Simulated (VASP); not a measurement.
Runs of VASP 6.6.1 on Al. The structure is that of space group P6_3/mmc (No. 194), or close to it. The cells are those of the table. 

```csv
cell,gap on the mesh (eV),pressure (GPa)
"a = 2.849, b = 2.849, c = 4.931 Å, angles 90.0, 90.0, 120.0°, 2 atoms",none,-4.0
"a = 2.735, b = 2.735, c = 4.733 Å, angles 90.0, 90.0, 120.0°, 2 atoms",none,(a)
"a = 2.886, b = 2.886, c = 4.993 Å, angles 90.0, 90.0, 120.0°, 2 atoms",none,-6.1
"a = 2.812, b = 2.812, c = 4.867 Å, angles 90.0, 90.0, 120.0°, 2 atoms",none,-1.5
"a = 2.774, b = 2.774, c = 4.801 Å, angles 90.0, 90.0, 120.0°, 2 atoms",none,(b)
```

Alike in all rows: task single point; level PBEsol; potentials or basis VASP PAW PBE potentials, release 64 (Al); no spin polarisation; k mesh 12 × 12 × 6; cutoff (eV) 520; smearing fermi-dirac 0.1 eV.

**Question.** Fill in the values left out.

**Answer.** (a) 5.8; (b) 1.8.

Caveats: the PAW data sets were made with another functional, which shifts forces and pressure a little.

A gap of «none» marks levels without a gap at the run's occupations.
